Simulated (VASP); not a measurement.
# CdS (F-43m) in VASP: further runs, part 2 of 2

VASP 6.6.1. Earlier steps stand in the parts before.

### 4 Single point, PBEsol

Contents of INCAR:

```
PREC     = Accurate       # precision mode
ENCUT    = 520            # plane-wave cutoff, eV
EDIFF    = 1E-7           # SCF threshold, eV
ISMEAR   = -4             # smearing method
SIGMA    = 0.1            # smearing width, eV
LREAL    = False          # projectors in reciprocal space
LASPH    = True           # aspherical terms in the spheres
NELM     = 100            # most SCF steps
ALGO     = Normal         # electronic algorithm
ISIF     = 2              # what is computed and relaxed
LWAVE    = False          # write WAVECAR
LCHARG   = False          # write CHGCAR
GGA      = PS             # functional
NBANDS   = 16             # bands
```

Contents of KPOINTS:

```
Automatic mesh
0
Gamma
  8 8 8
```

Contents of POSCAR:

```
CdS
1.0
    0.0000000000      2.4112243722      2.4112243722
    2.4112243722      0.0000000000      2.4112243722
    2.4112243722      2.4112243722      0.0000000000
Cd S
1 1
Direct
    0.0000000000      0.0000000000      0.0000000000
    0.7500000000      0.7500000000      0.7500000000
```

The run is started by

```bash
$ cat potpaw_PBE.64/Cd/POTCAR potpaw_PBE.64/S/POTCAR > POTCAR
$ mpirun -np 1 vasp_std > vasp.out
```

Wall time 28 s (1 thread of Intel Xeon 8259CL, shared host); peak memory 0.16 GiB.

It converged, with:

```
Free energy            : -1.6010 eV
Pressure               : 131.1 GPa
Band gap on the k mesh : 1.76 eV, direct
```

Levels at points of the mesh, in eV from the valence-band top:
```tsv
k point	band 5	band 6	band 7	band 8	band 9	band 10	band 11	band 12	band 13	band 14
(0.00, 0.00, 0.00)	-10.68	-10.68	0.00	0.00	0.00	1.76	5.32	5.32	5.32	11.87
(0.50, 0.00, 0.00)	-10.51	-9.96	-9.14	-2.08	-2.08	2.85	6.05	6.05	8.13	13.16
(0.50, 0.50, 0.00)	-10.27	-9.55	-7.30	-4.96	-4.96	1.99	3.42	11.46	12.48	13.63
```

Caveat: the PAW data sets were made with another functional, which shifts forces and pressure a little. As with any semilocal functional, this PBEsol gap is likely too small.

### 5 Single point, PBEsol

This run uses another cell than the first one, of 16.57 Å³/atom, 1.182 times its volume.

Changes to INCAR since step 4:

```diff
@@ -2,5 +2,5 @@
 ENCUT    = 520            # plane-wave cutoff, eV
-EDIFF    = 1E-7           # SCF threshold, eV
-ISMEAR   = -4             # smearing method
-SIGMA    = 0.1            # smearing width, eV
+EDIFF    = 1E-6           # SCF threshold, eV
+ISMEAR   = -1             # smearing method
+SIGMA    = 0.03           # smearing width, eV
 LREAL    = False          # projectors in reciprocal space
```

KPOINTS is that of step 4.

Contents of POSCAR:

```
CdS
1.0
    0.0000000000      2.5493013765      2.5493013765
    2.5493013765      0.0000000000      2.5493013765
    2.5493013765      2.5493013765      0.0000000000
Cd S
1 1
Direct
    0.0000000000      0.0000000000      0.0000000000
    0.7500000000      0.7500000000      0.7500000000
```

Potentials or basis: VASP PAW PBE potentials, release 64 (Cd, S).

The run is started by

```bash
$ cat potpaw_PBE.64/Cd/POTCAR potpaw_PBE.64/S/POTCAR > POTCAR
$ mpirun -np 1 vasp_std > vasp.out
```

OUTCAR:

```text
PREC = Accurate
   ENCUT = 520
   EDIFF = 1E-6
   ISMEAR = -1
   LREAL = False
   LASPH = True
   NELM = 100
   ISIF = 2
   GGA = PS

 ion  position               nearest neighbor table
   1  0.000  0.000  0.000-   2 2.21   2 2.21   2 2.21   2 2.21
   2  0.750  0.750  0.750-   1 2.21   1 2.21   1 2.21   1 2.21

  LATTYP: Found a face centered cubic cell.
 ALAT       =     5.0986027530

  Lattice vectors:

 A1 = (   0.0000000000,   2.5493013765,   2.5493013765)
 A2 = (   2.5493013765,   0.0000000000,   2.5493013765)
 A3 = (   2.5493013765,   2.5493013765,   0.0000000000)

Analysis of symmetry for initial positions (statically):
=====================================================================
 Subroutine PRICEL returns:
 Original cell was already a primitive cell.

 Routine SETGRP: Setting up the symmetry group for a
 face centered cubic supercell.

 Subroutine GETGRP returns: Found 24 space group operations
 (whereof 24 operations were pure point group operations)
 out of a pool of 48 trial point group operations.

The static configuration has the point symmetry T_d .

Analysis of symmetry for dynamics (positions and initial velocities):
=====================================================================
 Subroutine PRICEL returns:
 Original cell was already a primitive cell.

 Routine SETGRP: Setting up the symmetry group for a
 face centered cubic supercell.

 Subroutine GETGRP returns: Found 24 space group operations
 (whereof 24 operations were pure point group operations)
 out of a pool of 48 trial point group operations.

The dynamic configuration has the point symmetry T_d .

 Subroutine INISYM returns: Found 24 space group operations
 (whereof 24 operations are pure point group operations),
 and found     1 'primitive' translations

----------------------------------------------------------------------------------------

                                     Primitive cell

  volume of cell :      33.1355

  direct lattice vectors                    reciprocal lattice vectors
     0.000000000  2.549301376  2.549301376    -0.196132166  0.196132166  0.196132166
     2.549301376  0.000000000  2.549301376     0.196132166 -0.196132166  0.196132166
     2.549301376  2.549301376  0.000000000     0.196132166  0.196132166 -0.196132166

  length of vectors
     3.605256581  3.605256581  3.605256581     0.339710876  0.339710876  0.339710876

  position of ions in fractional coordinates (direct lattice)
     0.000000000  0.000000000  0.000000000
     0.750000000  0.750000000  0.750000000

  ion indices of the primitive-cell ions
   primitive index   ion index
                 1           1
                 2           2

----------------------------------------------------------------------------------------

 KPOINTS: Automatic mesh

Automatic generation of k-mesh.
 Grid dimensions read from file:
 generate k-points for:    8    8    8

 Generating k-lattice:

  Cartesian coordinates                     Fractional coordinates (reciprocal lattice)
    -0.024516521  0.024516521  0.024516521     0.125000000  0.000000000  0.000000000
     0.024516521 -0.024516521  0.024516521     0.000000000  0.125000000  0.000000000
     0.024516521  0.024516521 -0.024516521     0.000000000  0.000000000  0.125000000

  Length of vectors
     0.042463859  0.042463859  0.042463859

  Shift w.r.t. Gamma in fractional coordinates (k-lattice)
     0.000000000  0.000000000  0.000000000

 Subroutine IBZKPT returns following result:
 ===========================================

 Found     29 irreducible k-points:

 Following reciprocal coordinates:
            Coordinates               Weight
  0.000000  0.000000  0.000000      1.000000
  0.125000  0.000000  0.000000      8.000000
  0.250000  0.000000  0.000000      8.000000
  0.375000  0.000000  0.000000      8.000000
  0.500000  0.000000  0.000000      4.000000
  0.125000  0.125000  0.000000      6.000000
[... 16 lines left out ...]
  0.500000  0.250000  0.125000     48.000000
 -0.375000  0.250000  0.125000     24.000000
 [... further k-points ...]
   k-points           NKPTS =     29   k-points in BZ     NKDIM =     29   number of bands    NBANDS=     16
   number of dos      NEDOS =    301   number of ions     NIONS =      2
   total plane-waves  NPLWV =  21952
   dimension x,y,z NGX =    28 NGY =   28 NGZ =   28
   dimension x,y,z NGXF=    56 NGYF=   56 NGZF=   56
   ions per type =               1   1
   NGX,Y,Z   is equivalent  to a cutoff of  12.91, 12.91, 12.91 a.u.
   NGXF,Y,Z  is equivalent  to a cutoff of  25.82, 25.82, 25.82 a.u.
 SYSTEM =  unknown system
   PREC   = accura    normal or accurate (medium, high low for compatibility)
   ISTART =      0    job   : 0-new  1-cont  2-samecut
   ICHARG =      2    charge: 1-file 2-atom 10-const
   ISPIN  =      1    spin polarized calculation?
   LNONCOLLINEAR =      F non collinear calculations
   LSORBIT =      F    spin-orbit coupling
   LASPH  =      T    aspherical Exc in radial PAW
   ENCUT  =  520.0 eV  38.22 Ry    6.18 a.u.   6.70  6.70  6.70*2*pi/ulx,y,z
   NELM   =    100;   NELMIN=  2; NELMDL= -5     # of ELM steps
   EDIFF  = 0.1E-05   stopping-criterion for ELM
   LREAL  =      F    real-space projection
   EDIFFG = 0.1E-04   stopping-criterion for IOM
   NSW    =      0    number of steps for IOM
   IBRION =     -1    ionic relax: 0-MD 1-quasi-New 2-CG
   NFREE  =      0    steps in history (QN), initial steepest desc. (CG)
   ISIF   =      2    stress and relaxation
   ISYM   =      2    0-nonsym 1-usesym 2-fastsym
   POTIM  = 0.5000    time-step for ionic-motion
   TEBEG  =    0.0;   TEEND  =   0.0 temperature during run
   PSTRESS=    0.0 pullay stress
   NELECT =      18.0000    total number of electrons
   NUPDOWN=      -1.0000    fix difference up-down
   EMIN   =  10.00;   EMAX   =-10.00  energy-range for DOS
   EFERMI =   0.00;   METHOD = LEGACY
   ISMEAR =    -1;   SIGMA  =   0.03  broadening in eV -4-tet -1-fermi 0-gaus
   EFERMI_NEDOS =   21; number of points for ismear=-14 and -15
   IALGO  =     38    algorithm
   IMIX   =      4    mixing-type and parameters
     AMIX     =   0.40;   BMIX     =  1.00
     AMIX_MAG =   1.60;   BMIX_MAG =  1.00
  volume/ion in A,a.u.               =      16.57       111.80
  Fermi-wavevector in a.u.,A,eV,Ry     =   1.335779  2.524256 24.276937  1.784305
  Thomas-Fermi vector in A             =   2.464456
   LORBIT       =      0    0 simple, 1 ext, 2 COOP (PROOUT), +10 PAW based schemes
   GGA     = PS    functional components
   LHFCALC =     F    Hartree Fock is set to
   AEXX    =    0.0000 exact exchange contribution
   IVDW    =     0    specifies the selected vdW correction
   LEPSILON=     F    determine dielectric tensor
   LRPA    =     F    only Hartree local field effects (RPA)
 non-spin polarized calculation
  energy-cutoff  :      520.00
  volume of cell :       33.14
 maximum number of plane-waves:       911
   NGX = 13   NGY = 13   NGZ = 13

 number of electron      18.0000004 magnetization

 Free energy of the ion-electron system (eV)
  ---------------------------------------------------
  ext. energy  EPLUGINS =         0.00000000
  ---------------------------------------------------
  free energy    TOTEN  =        -4.56517494 eV

  energy without entropy =       -4.56517494  energy(sigma->0) =       -4.56517494

 E-fermi :   6.4645     XC(G=0): -11.4075

 val. band max:        5.8224795256   @ k =   0.0000   0.0000   0.0000
 cond. band min:       7.4854629947   @ k =   0.0000   0.0000   0.0000
 fundamental gap:      1.6629834691
 Fermi energy:         6.4645099283

 k-point     1 :       0.0000    0.0000    0.0000
  band No.  band energies     occupation
      1     -10.0866      2.00000
      2      -4.6250      2.00000
      3      -4.6250      2.00000
      4      -4.6250      2.00000
      5      -3.3782      2.00000
      6      -3.3782      2.00000
[... 8 lines left out ...]
     15      17.6604      0.00000
     16      18.8162      0.00000

 k-point     2 :       0.1250    0.0000    0.0000
  band No.  band energies     occupation
      1      -9.9507      2.00000
      2      -4.5786      2.00000
      3      -4.5705      2.00000
      4      -4.5705      2.00000
      5      -3.3844      2.00000
      6      -3.3844      2.00000
[... 8 lines left out ...]
     15      16.8032      0.00000
     16      18.5327      0.00000
[... 387 lines left out ...]
      5      -3.3044      2.00000
      6      -2.9557      2.00000
[... 8 lines left out ...]
     15      19.1866      0.00000
     16      20.7718      0.00000

 k-point    24 :      -0.3750    0.2500    0.1250
  band No.  band energies     occupation
      1      -9.0142      2.00000
      2      -4.2884      2.00000
      3      -4.1408      2.00000
      4      -3.5338      2.00000
      5      -3.3141      2.00000
      6      -2.2013      2.00000
[... 8 lines left out ...]
     15      18.6389      0.00000
     16      20.3167      0.00000

 [... further k-points ...]
[... 5 lines left out ...]
  --------------------------------------------------------------------------------------
  -------------------------------------------------------------------------------------
  Total       13.0981432     13.0981432     13.0981432     -0.0000000     -0.0000000      0.0000000
  in kB      633.3252154    633.3252154    633.3252154     -0.0000000     -0.0000000      0.0000000
  external PRESSURE =     633.3252154 kB  Pullay stress =       0.0000000 kB

 VOLUME and BASIS-vectors are now :
 -----------------------------------------------------------------------------
  energy-cutoff  :      520.00
  volume of cell :       33.14
      direct lattice vectors                 reciprocal lattice vectors
     0.000000000  2.549301376  2.549301376    -0.196132166  0.196132166  0.196132166
     2.549301376  0.000000000  2.549301376     0.196132166 -0.196132166  0.196132166
     2.549301376  2.549301376  0.000000000     0.196132166  0.196132166 -0.196132166

 POSITION                                       TOTAL-FORCE (eV/Angst)
 -----------------------------------------------------------------------------------
      0.00000      0.00000      0.00000        -0.000000     -0.000000     -0.000000
      3.82395      3.82395      3.82395         0.000000      0.000000      0.000000
 -----------------------------------------------------------------------------------
    total drift:                               -0.000000     -0.000000     -0.000000

  FREE ENERGIE OF THE ION-ELECTRON SYSTEM (eV)
  ---------------------------------------------------
  free  energy   TOTEN  =        -4.5651749394 eV

  energy  without entropy=       -4.5651749394  energy(sigma->0) =       -4.56517494
```

It took 27 s on 1 thread of Intel Xeon 8259CL, shared host; peak memory 0.16 GiB.

Results:

- Free energy: -4.5652 eV
- Pressure: 63.3 GPa
- Band gap on the k mesh: 1.66 eV, direct

Levels at points of the mesh, in eV from the valence-band top:
```
           k point  band 7  band 8  band 9  band 10  band 11  band 12
(0.00, 0.00, 0.00)    0.00    0.00    0.00     1.66     5.85     5.85
(0.50, 0.00, 0.00)   -7.70   -1.59   -1.59     3.07     6.47     6.47
(0.50, 0.50, 0.00)   -6.17   -3.84   -3.84     2.45     3.95    11.29
```

Caveat: the PAW data sets were made with another functional, which shifts forces and pressure a little.

### 6 Single point, PBEsol

Contents of INCAR:

```
SYSTEM = CdS
ALGO = Normal
EDIFF = 1E-7
ENCUT = 520
GGA = PS
ISIF = 2
ISMEAR = -1
LASPH = .TRUE.
LCHARG = .FALSE.
LREAL = .FALSE.
LWAVE = .FALSE.
NBANDS = 16
NELM = 80
PREC = Accurate
SIGMA = 0.03
```

Contents of KPOINTS:

```
k-points
0
G
  8 8 8
  0 0 0
```

POSCAR is that of step 5.

Potentials or basis: VASP PAW PBE potentials, release 64 (Cd, S).

The run is started by

```bash
$ cat potpaw_PBE.64/Cd/POTCAR potpaw_PBE.64/S/POTCAR > POTCAR
$ mpirun -np 1 vasp_std > vasp.out
```

Wall time 31 s (1 thread of Intel Xeon 8259CL, shared host); peak memory 0.16 GiB.

Results (log left out):

* Free energy: -4.5652 eV
* Pressure: 63.3 GPa
* Band gap on the k mesh: 1.66 eV, direct

Levels at points of the mesh, in eV from the valence-band top:
| k point | band 7 | band 8 | band 9 | band 10 | band 11 | band 12 |
| --- | --- | --- | --- | --- | --- | --- |
| (0.00, 0.00, 0.00) | 0.00 | 0.00 | 0.00 | 1.66 | 5.85 | 5.85 |
| (0.50, 0.00, 0.00) | -7.70 | -1.59 | -1.59 | 3.07 | 6.48 | 6.48 |
| (0.50, 0.50, 0.00) | -6.17 | -3.84 | -3.84 | 2.45 | 3.95 | 11.29 |

Caveat: the PAW data sets were made with another functional, which shifts forces and pressure a little.

### 7 The runs side by side

```csv
cell,smearing,gap on the mesh (eV),pressure (GPa)
"a = 3.410 Å, angles 60.0°, 2 atoms",fermi-dirac 0.03 eV,1.76,131.1
"a = 3.410 Å, angles 60.0°, 2 atoms",tetrahedron,1.76,131.1
"a = 3.605 Å, angles 60.0°, 2 atoms",fermi-dirac 0.03 eV,1.66,63.3
```

Alike in all rows: task single point; level PBEsol; potentials or basis VASP PAW PBE potentials, release 64 (Cd, S); no spin polarisation; k mesh 8 × 8 × 8; cutoff (eV) 520.

Caveats: the PAW data sets were made with another functional, which shifts forces and pressure a little.

Total energies depend on the potentials used, so only differences within one code and one set of settings carry meaning.
